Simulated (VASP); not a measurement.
# Ta (Im-3m) in VASP: further runs

Ta is run at these levels: r2SCANh, PBE0, LDA; tasks: single point, relaxation of cell and atoms.

Everything below comes from runs of VASP 6.6.1. Logs are shortened: lines on timing, memory, paths and dates and some standing lists are left out, and cuts for length are marked.

## Step 1: The cell of the first run

Symmetry: Im-3m, No. 229, cubic system. The conventional cell has a = 3.303 Å, b = 3.303 Å, c = 3.303 Å, α = 90.00°, β = 90.00°, γ = 90.00°. Within 3.8 Å of Ta (site symmetry m-3m) lie 14 Ta at 2.86 to 3.30 Å.

## Step 2: Single point, r2SCANh

POSCAR

```
Ta
1.0
   -1.6512800000      1.6512800000      1.6512800000
    1.6512800000     -1.6512800000      1.6512800000
    1.6512800000      1.6512800000     -1.6512800000
Ta
1
Direct
    0.0000000000      0.0000000000      0.0000000000
```

INCAR.step1

```
PREC = Accurate
ENCUT = 520
EDIFF = 1E-5
ISMEAR = -1
SIGMA = 0.05
LREAL = F
LASPH = T
NELM = 60
ALGO = Normal
ISIF = 2
LWAVE = T
LCHARG = F
GGA = PE
NBANDS = 12
```

INCAR.step2

```
PREC = Accurate
ENCUT = 520
EDIFF = 1E-6
ISMEAR = -1
SIGMA = 0.05
LREAL = F
LASPH = T
NELM = 60
ALGO = Normal
ISIF = 2
LWAVE = F
LCHARG = F
METAGGA = R2SCAN
LHFCALC = T
AEXX = 0.1
LMIXTAU = T
PRECFOCK = Normal
ISTART = 1
NBANDS = 12
```

KPOINTS

```
Automatic mesh
0
Gamma
  6 6 6
```

Potentials or basis: VASP PAW PBE potentials, release 64 (Ta_pv).

Started as:

```console
> cat potpaw_PBE.64/Ta_pv/POTCAR > POTCAR
> cp INCAR.step1 INCAR
> mpirun -np 1 vasp_std > vasp.out
> cp INCAR.step2 INCAR
> mpirun -np 1 vasp_std > vasp.out
```

OUTCAR:

```text
PREC = Accurate
   ENCUT = 520
   EDIFF = 1E-6
   ISMEAR = -1
   LREAL = F
   LASPH = T
   NELM = 60
   ISIF = 2
   METAGGA = R2SCAN
   LHFCALC = T
   AEXX = 0.1
   PRECFOCK = Normal
   ISTART = 1

 ion  position               nearest neighbor table
   1  0.000  0.000  0.000-

  LATTYP: Found a body centered cubic cell.
 ALAT       =     3.3025600000

  Lattice vectors:

 A1 = (  -1.6512800000,   1.6512800000,   1.6512800000)
 A2 = (   1.6512800000,  -1.6512800000,   1.6512800000)
 A3 = (   1.6512800000,   1.6512800000,  -1.6512800000)

Analysis of symmetry for initial positions (statically):
=====================================================================
 Subroutine PRICEL returns:
 Original cell was already a primitive cell.

 Routine SETGRP: Setting up the symmetry group for a
 body centered cubic supercell.

 Subroutine GETGRP returns: Found 48 space group operations
 (whereof 48 operations were pure point group operations)
 out of a pool of 48 trial point group operations.

The static configuration has the point symmetry O_h .

Analysis of symmetry for dynamics (positions and initial velocities):
=====================================================================
 Subroutine PRICEL returns:
 Original cell was already a primitive cell.

 Routine SETGRP: Setting up the symmetry group for a
 body centered cubic supercell.

 Subroutine GETGRP returns: Found 48 space group operations
 (whereof 48 operations were pure point group operations)
 out of a pool of 48 trial point group operations.

The dynamic configuration has the point symmetry O_h .

 Subroutine INISYM returns: Found 48 space group operations
 (whereof 48 operations are pure point group operations),
 and found     1 'primitive' translations

----------------------------------------------------------------------------------------

                                     Primitive cell

  volume of cell :      18.0104

  direct lattice vectors                    reciprocal lattice vectors
    -1.651280000  1.651280000  1.651280000     0.000000000  0.302795407  0.302795407
     1.651280000 -1.651280000  1.651280000     0.302795407  0.000000000  0.302795407
     1.651280000  1.651280000 -1.651280000     0.302795407  0.302795407  0.000000000

  length of vectors
     2.860100858  2.860100858  2.860100858     0.428217371  0.428217371  0.428217371

  position of ions in fractional coordinates (direct lattice)
     0.000000000  0.000000000  0.000000000

  ion indices of the primitive-cell ions
   primitive index   ion index
                 1           1

----------------------------------------------------------------------------------------

 KPOINTS: Automatic mesh

Automatic generation of k-mesh.
 Grid dimensions read from file:
 generate k-points for:    6    6    6

 Generating k-lattice:

  Cartesian coordinates                     Fractional coordinates (reciprocal lattice)
     0.000000000  0.050465901  0.050465901     0.166666667  0.000000000  0.000000000
     0.050465901  0.000000000  0.050465901     0.000000000  0.166666667  0.000000000
     0.050465901  0.050465901  0.000000000     0.000000000  0.000000000  0.166666667

  Length of vectors
     0.071369562  0.071369562  0.071369562

  Shift w.r.t. Gamma in fractional coordinates (k-lattice)
     0.000000000  0.000000000  0.000000000

 Subroutine IBZKPT returns following result:
 ===========================================

 Found     16 irreducible k-points:

 Following reciprocal coordinates:
            Coordinates               Weight
  0.000000  0.000000  0.000000      1.000000
  0.166667  0.000000  0.000000     12.000000
  0.333333  0.000000  0.000000     12.000000
  0.500000  0.000000  0.000000      6.000000
  0.166667  0.166667  0.000000     24.000000
  0.333333  0.166667  0.000000     48.000000
[... 8 lines left out ...]
  0.500000  0.500000  0.333333     12.000000
  0.500000  0.500000  0.500000      1.000000
   k-points           NKPTS =     16   k-points in BZ     NKDIM =    216   number of bands    NBANDS=     12
   number of dos      NEDOS =    301   number of ions     NIONS =      1
   total plane-waves  NPLWV =  13824
   dimension x,y,z NGX =    24 NGY =   24 NGZ =   24
   dimension x,y,z NGXF=    48 NGYF=   48 NGZF=   48
   ions per type =               1
   NGX,Y,Z   is equivalent  to a cutoff of  13.95, 13.95, 13.95 a.u.
   NGXF,Y,Z  is equivalent  to a cutoff of  27.90, 27.90, 27.90 a.u.
 SYSTEM =  unknown system
   PREC   = accura    normal or accurate (medium, high low for compatibility)
   ISTART =      1    job   : 0-new  1-cont  2-samecut
   ICHARG =      0    charge: 1-file 2-atom 10-const
   ISPIN  =      1    spin polarized calculation?
   LNONCOLLINEAR =      F non collinear calculations
   LSORBIT =      F    spin-orbit coupling
   LASPH  =      T    aspherical Exc in radial PAW
   ENCUT  =  520.0 eV  38.22 Ry    6.18 a.u.   5.32  5.32  5.32*2*pi/ulx,y,z
   NELM   =     60;   NELMIN=  2; NELMDL=  0     # of ELM steps
   EDIFF  = 0.1E-05   stopping-criterion for ELM
   LREAL  =      F    real-space projection
   EDIFFG = 0.1E-04   stopping-criterion for IOM
   NSW    =      0    number of steps for IOM
   IBRION =     -1    ionic relax: 0-MD 1-quasi-New 2-CG
   NFREE  =      0    steps in history (QN), initial steepest desc. (CG)
   ISIF   =      2    stress and relaxation
   ISYM   =      3    0-nonsym 1-usesym 2-fastsym
   POTIM  = 0.5000    time-step for ionic-motion
   TEBEG  =    0.0;   TEEND  =   0.0 temperature during run
   PSTRESS=    0.0 pullay stress
   NELECT =      11.0000    total number of electrons
   NUPDOWN=      -1.0000    fix difference up-down
   EMIN   =  10.00;   EMAX   =-10.00  energy-range for DOS
   EFERMI =   0.00;   METHOD = LEGACY
   ISMEAR =    -1;   SIGMA  =   0.05  broadening in eV -4-tet -1-fermi 0-gaus
   EFERMI_NEDOS =   21; number of points for ismear=-14 and -15
   IALGO  =     38    algorithm
   IMIX   =      1    mixing-type and parameters
     AMIX     =   0.40;   BMIX     =  1.00
     AMIX_MAG =   1.60;   BMIX_MAG =  1.00
  volume/ion in A,a.u.               =      18.01       121.54
  Fermi-wavevector in a.u.,A,eV,Ry     =   1.388988  2.624806 26.249534  1.929286
  Thomas-Fermi vector in A             =   2.513061
   LORBIT       =      0    0 simple, 1 ext, 2 COOP (PROOUT), +10 PAW based schemes
   METAGGA = R2SCAN    functional components
   LHFCALC =     T    Hartree Fock is set to
   PRECFOCK=normal    Normal, Fast or Accurate (Low or Medium for compatibility)
   ENCUT4O =  -1.0   cutoff for four orbital integrals eV
   NKREDX  =     1    reduce k-point grid by
   NKREDY  =     1    reduce k-point grid by
   NKREDZ  =     1    reduce k-point grid by
   AEXX    =    0.1000 exact exchange contribution
   HFSCREEN=    0.0000 screening length (either q_TF or 0.3 A-1)
   HFSCREENC=   0.0000 screening length for correlation (either q_TF or 0.3 A-1)
   ENCUTFOCK=  -1.0 apply spherical cutoff to Coloumb kernel
   IVDW    =     0    specifies the selected vdW correction
   LEPSILON=     F    determine dielectric tensor
   LRPA    =     F    only Hartree local field effects (RPA)
 non-spin polarized calculation
  energy-cutoff  :      520.00
  volume of cell :       18.01
 maximum number of plane-waves:       498
 NGX is ok and might be reduce to    24
  NGX = 16; NGY = 16; NGZ = 16

 number of electron      11.0000002 magnetization

 Free energy of the ion-electron system (eV)
  ---------------------------------------------------
  ext. energy  EPLUGINS =         0.00000000
  ---------------------------------------------------
  free energy    TOTEN  =       -46.15703400 eV

  energy without entropy =      -46.14590280  energy(sigma->0) =      -46.15146840

 E-fermi :   5.0695     XC(G=0): -12.5332

 val. band max:        5.0277838434   @ k =  -0.3333   0.5000   0.1667
 cond. band min:       5.2763432697   @ k =   0.3333   0.0000   0.0000
 fundamental gap:      0.2485594262
 Fermi energy:         5.0694743555

 k-point     1 :       0.0000    0.0000    0.0000
  band No.  band energies     occupation
      1     -29.9811      2.00000
      2     -29.9811      2.00000
      3     -29.9811      2.00000
      4      -3.6204      2.00000
      5       6.4221      0.00000
      6       6.4221      0.00000
      7       6.4221      0.00000
      8      10.0256      0.00000
      9      10.0256      0.00000
     10      18.4618      0.00000
     11      21.5019      0.00000
     12      21.5019      0.00000

 k-point     2 :       0.1667    0.0000    0.0000
  band No.  band energies     occupation
      1     -30.3252      2.00000
      2     -30.0855      2.00000
      3     -29.9834      2.00000
      4      -2.3618      2.00000
      5       5.5824      0.00007
      6       5.9186      0.00000
      7       7.6763      0.00000
      8       9.2664      0.00000
      9      10.0444      0.00000
     10      18.4616      0.00000
     11      22.2496      0.00000
     12      23.6793      0.00000

 k-point     3 :       0.3333    0.0000    0.0000
  band No.  band energies     occupation
      1     -30.9676      2.00000
      2     -30.2882      2.00000
      3     -29.9873      2.00000
      4      -0.1013      2.00000
      5       4.0141      2.00000
      6       5.2763      0.03143
      7       9.7221      0.00000
      8      10.4552      0.00000
      9      11.0247      0.00000
     10      18.4587      0.00000
     11      20.0955      0.00000
     12      20.9990      0.00000

 k-point     4 :       0.5000    0.0000    0.0000
  band No.  band energies     occupation
      1     -31.2687      2.00000
      2     -30.3871      2.00000
      3     -29.9891      2.00000
      4       0.3037      2.00000
      5       3.4450      2.00000
      6       6.7755      0.00000
      7       9.8820      0.00000
      8      10.9460      0.00000
      9      13.8250      0.00000
     10      18.1092      0.00000
     11      18.2065      0.00000
     12      18.5002      0.00000

 k-point     5 :       0.1667    0.1667    0.0000
  band No.  band energies     occupation
      1     -30.7607      2.00000
      2     -30.2235      2.00000
      3     -30.0585      2.00000
      4      -0.3603      2.00000
      5       4.3805      2.00000
      6       4.6142      1.99978
      7       8.8816      0.00000
      8      10.2559      0.00000
      9      10.7217      0.00000
     10      18.4603      0.00000
     11      21.5759      0.00000
     12      23.3518      0.00000
[... 108 lines left out ...]
      1     -31.0081      2.00000
      2     -30.7161      2.00000
      3     -30.3018      2.00000
      4       2.4988      2.00000
      5       2.8215      2.00000
      6       5.0278      1.39432
      7       9.0115      0.00000
      8      10.8236      0.00000
      9      14.7635      0.00000
     10      17.7964      0.00000
     11      18.4753      0.00000
     12      20.9079      0.00000

 k-point    14 :      -0.3333    0.3333    0.3333
  band No.  band energies     occupation
      1     -30.8324      2.00000
      2     -30.6359      2.00000
      3     -30.6359      2.00000
      4       1.9815      2.00000
      5       2.4220      2.00000
      6       8.2421      0.00000
      7       8.2421      0.00000
      8      10.6716      0.00000
      9      11.0298      0.00000
     10      18.4612      0.00000
     11      21.9534      0.00000
     12      21.9534      0.00000

 k-point    15 :       0.5000    0.5000    0.3333
  band No.  band energies     occupation
      1     -30.9653      2.00000
      2     -30.7467      2.00000
      3     -30.6553      2.00000
      4       1.6134      2.00000
      5       1.8757      2.00000
      6       8.7029      0.00000
      7       8.7443      0.00000
      8      13.0677      0.00000
      9      14.4942      0.00000
     10      16.6302      0.00000
     11      18.4650      0.00000
     12      18.5748      0.00000

 k-point    16 :       0.5000    0.5000    0.5000
  band No.  band energies     occupation
      1     -30.8608      2.00000
      2     -30.8608      2.00000
      3     -30.8608      2.00000
      4       0.9385      2.00000
      5       0.9385      2.00000
      6      12.8340      0.00000
      7      12.8340      0.00000
      8      12.8340      0.00000
      9      14.6749      0.00000
     10      14.6749      0.00000
     11      14.6749      0.00000
     12      18.4553      0.00000

------------------------ aborting loop because EDIFF is reached ----------------------------------------

  FORCE on cell =-STRESS in cart. coord.  units (eV):
  Direction    XX          YY          ZZ          XY          YZ          ZX
  --------------------------------------------------------------------------------------
  -------------------------------------------------------------------------------------
  Total        0.4328961      0.4328961      0.4328961     -0.0000000     -0.0000000     -0.0000000
  in kB       38.5098757     38.5098757     38.5098757     -0.0000000     -0.0000000     -0.0000000
  external PRESSURE =      38.5098757 kB  Pullay stress =       0.0000000 kB

 VOLUME and BASIS-vectors are now :
 -----------------------------------------------------------------------------
  energy-cutoff  :      520.00
  volume of cell :       18.01
      direct lattice vectors                 reciprocal lattice vectors
    -1.651280000  1.651280000  1.651280000     0.000000000  0.302795407  0.302795407
     1.651280000 -1.651280000  1.651280000     0.302795407  0.000000000  0.302795407
     1.651280000  1.651280000 -1.651280000     0.302795407  0.302795407  0.000000000

 POSITION                                       TOTAL-FORCE (eV/Angst)
 -----------------------------------------------------------------------------------
      0.00000      0.00000      0.00000         0.000000      0.000000      0.000000
 -----------------------------------------------------------------------------------
    total drift:                                0.000000      0.000000     -0.000000

  FREE ENERGIE OF THE ION-ELECTRON SYSTEM (eV)
  ---------------------------------------------------
  free  energy   TOTEN  =       -46.1570339995 eV

  energy  without entropy=      -46.1459028047  energy(sigma->0) =      -46.15146840
```

Wall time 6.5 min (1 thread of AMD EPYC 7R13, shared host); peak memory 0.16 GiB.

What came out:

```
Free energy : -46.1570 eV
Pressure    : 3.9 GPa
```

Caveat: the k points lie up to 0.45 Å⁻¹ apart; the PAW data sets were made with another functional, which shifts forces and pressure a little; spin-orbit coupling is left out, which moves the levels of the heavy elements.

(Part 1 of 2 ends here.)
